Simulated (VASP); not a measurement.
# InO in VASP: further runs

Runs on InO. Level: PBE. Tasks: single point.

All numbers are computed with VASP 6.6.1; they aren't measurements. Logs are shortened: lines on timing, memory, paths and dates and some standing lists are left out, and cuts for length are marked.

### 1 The cell of the first run

The cell holds a slab with vacuum, 4 atoms: a = 3.646 Å, b = 3.646 Å, c = 14.247 Å, α = 90.00°, β = 90.00°, γ = 120.00°.

### 2 Single point, PBE

Contents of INCAR:

```
  PREC = Accurate
  ENCUT = 520
  EDIFF = 1E-7
  ISMEAR = 0
  SIGMA = 0.03
  LREAL = F
  LASPH = T
  NELM = 100
  ALGO = Normal
  ISIF = 2
  LWAVE = F
  LCHARG = F
  GGA = PE
  NBANDS = 27
```

Contents of KPOINTS:

```
Automatic mesh
0
Gamma
  12 12 4
```

Contents of POSCAR:

```
InO
1.0
    3.6458667838      0.0000000000      0.0000000000
   -1.8229333919      3.1574132536      0.0000000000
    0.0000000000      0.0000000000     14.2467935377
In O
2 2
Direct
    0.6666666667      0.3333333333      0.5900210000
    0.6666666667      0.3333333333      0.4099790000
    0.0000000000      0.0000000000      0.6398670000
    0.0000000000      0.0000000000      0.3601330000
```

Potentials or basis: VASP PAW PBE potentials, release 64 (In_d, O).

The run is started by

```
$ cat potpaw_PBE.64/In_d/POTCAR potpaw_PBE.64/O/POTCAR > POTCAR
$ mpirun -np 1 vasp_std > vasp.out
```

OUTCAR:

```text
PREC = Accurate
   ENCUT = 520
   EDIFF = 1E-7
   ISMEAR = 0
   LREAL = F
   LASPH = T
   NELM = 100
   ISIF = 2
   GGA = PE

 ion  position               nearest neighbor table
   1  0.667  0.333  0.590-   3 2.22   3 2.22   3 2.22   2 2.57
   2  0.667  0.333  0.410-   4 2.22   4 2.22   4 2.22   1 2.57
   3  0.000  0.000  0.640-   1 2.22   1 2.22   1 2.22
   4  0.000  0.000  0.360-   2 2.22   2 2.22   2 2.22

  LATTYP: Found a hexagonal cell.
 ALAT       =     3.6458667838
 C/A-ratio  =     3.9076560891

  Lattice vectors:

 A1 = (   3.6458667838,   0.0000000000,   0.0000000000)
 A2 = (  -1.8229333919,   3.1574132536,   0.0000000000)
 A3 = (   0.0000000000,   0.0000000000,  14.2467935377)

Analysis of symmetry for initial positions (statically):
=====================================================================
 Subroutine PRICEL returns:
 Original cell was already a primitive cell.

 Routine SETGRP: Setting up the symmetry group for a
 hexagonal supercell.

 Subroutine GETGRP returns: Found 12 space group operations
 (whereof 12 operations were pure point group operations)
 out of a pool of 24 trial point group operations.

The static configuration has the point symmetry D_3h.

Analysis of symmetry for dynamics (positions and initial velocities):
=====================================================================
 Subroutine PRICEL returns:
 Original cell was already a primitive cell.

 Routine SETGRP: Setting up the symmetry group for a
 hexagonal supercell.

 Subroutine GETGRP returns: Found 12 space group operations
 (whereof 12 operations were pure point group operations)
 out of a pool of 24 trial point group operations.

The dynamic configuration has the point symmetry D_3h.

 Subroutine INISYM returns: Found 12 space group operations
 (whereof 12 operations are pure point group operations),
 and found     1 'primitive' translations

----------------------------------------------------------------------------------------

                                     Primitive cell

  volume of cell :     164.0021

  direct lattice vectors                    reciprocal lattice vectors
     3.645866784  0.000000000  0.000000000     0.274283198  0.158357478  0.000000000
    -1.822933392  3.157413254  0.000000000     0.000000000  0.316714956  0.000000000
     0.000000000  0.000000000 14.246793538     0.000000000  0.000000000  0.070191233

  length of vectors
     3.645866784  3.645866784 14.246793538     0.316714956  0.316714956  0.070191233

  position of ions in fractional coordinates (direct lattice)
     0.666666667  0.333333333  0.590021000
     0.666666667  0.333333333  0.409979000
     0.000000000  0.000000000  0.639867000
     0.000000000  0.000000000  0.360133000

  ion indices of the primitive-cell ions
   primitive index   ion index
                 1           1
                 2           2
                 3           3
                 4           4

----------------------------------------------------------------------------------------

 KPOINTS: Automatic mesh

Automatic generation of k-mesh.
 Grid dimensions read from file:
 generate k-points for:   12   12    4

 Generating k-lattice:

  Cartesian coordinates                     Fractional coordinates (reciprocal lattice)
     0.022856933  0.013196457  0.000000000     0.083333333  0.000000000  0.000000000
     0.000000000  0.026392913  0.000000000     0.000000000  0.083333333  0.000000000
     0.000000000  0.000000000  0.017547808     0.000000000  0.000000000  0.250000000

  Length of vectors
     0.026392913  0.026392913  0.017547808

  Shift w.r.t. Gamma in fractional coordinates (k-lattice)
     0.000000000  0.000000000  0.000000000

 Subroutine IBZKPT returns following result:
 ===========================================

 Found     57 irreducible k-points:

 Following reciprocal coordinates:
            Coordinates               Weight
  0.000000  0.000000  0.000000      1.000000
  0.083333 -0.000000  0.000000      6.000000
  0.166667  0.000000  0.000000      6.000000
  0.250000  0.000000  0.000000      6.000000
  0.333333  0.000000  0.000000      6.000000
  0.416667  0.000000  0.000000      6.000000
[... 16 lines left out ...]
  0.250000  0.000000  0.250000     12.000000
  0.333333  0.000000  0.250000     12.000000
 [... further k-points ...]
   k-points           NKPTS =     57   k-points in BZ     NKDIM =     57   number of bands    NBANDS=     27
   number of dos      NEDOS =    301   number of ions     NIONS =      4
   total plane-waves  NPLWV =  84672
   dimension x,y,z NGX =    28 NGY =   28 NGZ =  108
   dimension x,y,z NGXF=    56 NGYF=   56 NGZF=  216
   ions per type =               2   2
   NGX,Y,Z   is equivalent  to a cutoff of  12.77, 12.77, 12.60 a.u.
   NGXF,Y,Z  is equivalent  to a cutoff of  25.54, 25.54, 25.21 a.u.
 SYSTEM =  unknown system
   PREC   = accura    normal or accurate (medium, high low for compatibility)
   ISTART =      0    job   : 0-new  1-cont  2-samecut
   ICHARG =      2    charge: 1-file 2-atom 10-const
   ISPIN  =      1    spin polarized calculation?
   LNONCOLLINEAR =      F non collinear calculations
   LSORBIT =      F    spin-orbit coupling
   LASPH  =      T    aspherical Exc in radial PAW
   ENCUT  =  520.0 eV  38.22 Ry    6.18 a.u.   6.78  6.78 26.49*2*pi/ulx,y,z
   NELM   =    100;   NELMIN=  2; NELMDL= -5     # of ELM steps
   EDIFF  = 0.1E-06   stopping-criterion for ELM
   LREAL  =      F    real-space projection
   EDIFFG = 0.1E-05   stopping-criterion for IOM
   NSW    =      0    number of steps for IOM
   IBRION =     -1    ionic relax: 0-MD 1-quasi-New 2-CG
   NFREE  =      0    steps in history (QN), initial steepest desc. (CG)
   ISIF   =      2    stress and relaxation
   ISYM   =      2    0-nonsym 1-usesym 2-fastsym
   POTIM  = 0.5000    time-step for ionic-motion
   TEBEG  =    0.0;   TEEND  =   0.0 temperature during run
   PSTRESS=    0.0 pullay stress
   NELECT =      38.0000    total number of electrons
   NUPDOWN=      -1.0000    fix difference up-down
   EMIN   =  10.00;   EMAX   =-10.00  energy-range for DOS
   EFERMI =   0.00;   METHOD = LEGACY
   ISMEAR =     0;   SIGMA  =   0.03  broadening in eV -4-tet -1-fermi 0-gaus
   EFERMI_NEDOS =   21; number of points for ismear=-14 and -15
   IALGO  =     38    algorithm
   IMIX   =      4    mixing-type and parameters
     AMIX     =   0.40;   BMIX     =  1.00
     AMIX_MAG =   1.60;   BMIX_MAG =  1.00
  volume/ion in A,a.u.               =      41.00       276.69
  Fermi-wavevector in a.u.,A,eV,Ry     =   1.005510  1.900138 13.756166  1.011050
  Thomas-Fermi vector in A             =   2.138194
   LORBIT       =      0    0 simple, 1 ext, 2 COOP (PROOUT), +10 PAW based schemes
   GGA     = PE    functional components
   LHFCALC =     F    Hartree Fock is set to
   AEXX    =    0.0000 exact exchange contribution
   IVDW    =     0    specifies the selected vdW correction
   LEPSILON=     F    determine dielectric tensor
   LRPA    =     F    only Hartree local field effects (RPA)
 non-spin polarized calculation
 Gauss-broadening in eV      SIGMA  =   0.03
  energy-cutoff  :      520.00
  volume of cell :      164.00
 maximum number of plane-waves:      4436
 NGX is ok and might be reduce to    28
   NGX = 13   NGY = 13   NGZ = 53

 number of electron      37.9999983 magnetization

 Free energy of the ion-electron system (eV)
  ---------------------------------------------------
  ext. energy  EPLUGINS =         0.00000000
  ---------------------------------------------------
  free energy    TOTEN  =       -18.89517763 eV

  energy without entropy =      -18.89517763  energy(sigma->0) =      -18.89517763

 E-fermi :  -1.4453     XC(G=0):  -5.0372

 val. band max:       -1.5789311086   @ k =   0.1667   0.1667   0.5000
 cond. band min:      -1.3191235594   @ k =   0.0000   0.0000   0.5000
 fundamental gap:      0.2598075492
 Fermi energy:        -1.4453025313

 k-point     1 :       0.0000    0.0000    0.0000
  band No.  band energies     occupation
      1     -18.5872      2.00000
      2     -18.5428      2.00000
      3     -15.4866      2.00000
      4     -15.1917      2.00000
      5     -15.1917      2.00000
      6     -15.0448      2.00000
[... 19 lines left out ...]
     26       7.1471      0.00000
     27       7.7062      0.00000

 k-point     2 :       0.0833   -0.0000    0.0000
  band No.  band energies     occupation
      1     -18.5798      2.00000
      2     -18.5371      2.00000
      3     -15.5021      2.00000
      4     -15.1909      2.00000
      5     -15.1693      2.00000
      6     -15.0339      2.00000
[... 19 lines left out ...]
     26       7.2401      0.00000
     27       7.6987      0.00000

 k-point     3 :       0.1667    0.0000    0.0000
  band No.  band energies     occupation
      1     -18.5609      2.00000
      2     -18.5225      2.00000
      3     -15.5300      2.00000
      4     -15.1907      2.00000
      5     -15.1500      2.00000
      6     -15.0014      2.00000
[... 19 lines left out ...]
     26       7.0870      0.00000
     27       7.4930      0.00000

 k-point     4 :       0.2500    0.0000    0.0000
  band No.  band energies     occupation
      1     -18.5386      2.00000
      2     -18.5050      2.00000
      3     -15.5499      2.00000
      4     -15.1936      2.00000
      5     -15.1609      2.00000
      6     -14.9528      2.00000
[... 19 lines left out ...]
     26       6.1521      0.00000
     27       7.8056      0.00000
[... 516 lines left out ...]
      4     -15.1907      2.00000
      5     -15.1500      2.00000
      6     -15.0014      2.00000
[... 19 lines left out ...]
     26       6.8965      0.00000
     27       7.2342      0.00000

 k-point    23 :       0.2500    0.0000    0.2500
  band No.  band energies     occupation
      1     -18.5386      2.00000
      2     -18.5050      2.00000
      3     -15.5499      2.00000
      4     -15.1936      2.00000
      5     -15.1609      2.00000
      6     -14.9528      2.00000
[... 19 lines left out ...]
     26       6.1484      0.00000
     27       7.3628      0.00000

 k-point    24 :       0.3333    0.0000    0.2500
  band No.  band energies     occupation
      1     -18.5202      2.00000
      2     -18.4904      2.00000
      3     -15.5583      2.00000
      4     -15.1986      2.00000
      5     -15.1806      2.00000
      6     -14.9012      2.00000
[... 19 lines left out ...]
     26       6.4049      0.00000
     27       7.6727      0.00000

 [... further k-points ...]
[... 5 lines left out ...]
  --------------------------------------------------------------------------------------
  -------------------------------------------------------------------------------------
  Total       -4.9628601     -4.9628601      5.1705053      0.0000000      0.0000000      0.0000000
  in kB      -48.4834215    -48.4834215     50.5119595      0.0000000      0.0000000      0.0000000
  external PRESSURE =     -15.4849611 kB  Pullay stress =       0.0000000 kB

 VOLUME and BASIS-vectors are now :
 -----------------------------------------------------------------------------
  energy-cutoff  :      520.00
  volume of cell :      164.00
      direct lattice vectors                 reciprocal lattice vectors
     3.645866784  0.000000000  0.000000000     0.274283198  0.158357478  0.000000000
    -1.822933392  3.157413254  0.000000000     0.000000000  0.316714956  0.000000000
     0.000000000  0.000000000 14.246793538     0.000000000  0.000000000  0.070191233

 POSITION                                       TOTAL-FORCE (eV/Angst)
 -----------------------------------------------------------------------------------
      1.82293      1.05247      8.40591         0.000000      0.000000      2.305468
      1.82293      1.05247      5.84089         0.000000     -0.000000     -2.305468
      0.00000      0.00000      9.11605        -0.000000      0.000000     -0.169807
      0.00000      0.00000      5.13074        -0.000000      0.000000      0.169807
 -----------------------------------------------------------------------------------
    total drift:                                0.000001     -0.000000      0.000000

  FREE ENERGIE OF THE ION-ELECTRON SYSTEM (eV)
  ---------------------------------------------------
  free  energy   TOTEN  =       -18.8951776267 eV

  energy  without entropy=      -18.8951776267  energy(sigma->0) =      -18.89517763
```

Run time: 11 min. Hardware: 1 thread of AMD EPYC 7R13, shared host; peak memory 0.37 GiB.

What came out:

* Free energy: -18.8952 eV
* Largest force: 2.305 eV/Å
* Band gap on the k mesh: 0.26 eV, indirect (least direct gap 0.83 eV)

Forces on the atoms (eV/Å):
```
In   0.000  0.000  2.305
In   0.000  0.000 -2.305
O    0.000  0.000 -0.170
O    0.000  0.000  0.170
```

Levels at points of the mesh, in eV from the valence-band top:
| k point | band 17 | band 18 | band 19 | band 20 | band 21 | band 22 |
| --- | --- | --- | --- | --- | --- | --- |
| (0.00, 0.00, 0.00) | -1.52 | -1.52 | -0.57 | 0.26 | 3.37 | 6.05 |
| (0.50, 0.00, 0.00) | -2.22 | -1.34 | -0.23 | 2.31 | 3.88 | 6.07 |
| (0.00, 0.00, 0.50) | -1.52 | -1.52 | -0.57 | 0.26 | 3.37 | 5.84 |
| (0.50, 0.00, 0.50) | -2.22 | -1.34 | -0.23 | 2.31 | 3.88 | 6.07 |

Caveat: spin-orbit coupling is left out, which moves the levels of the heavy elements.

(Continued in part 2 of 2.)
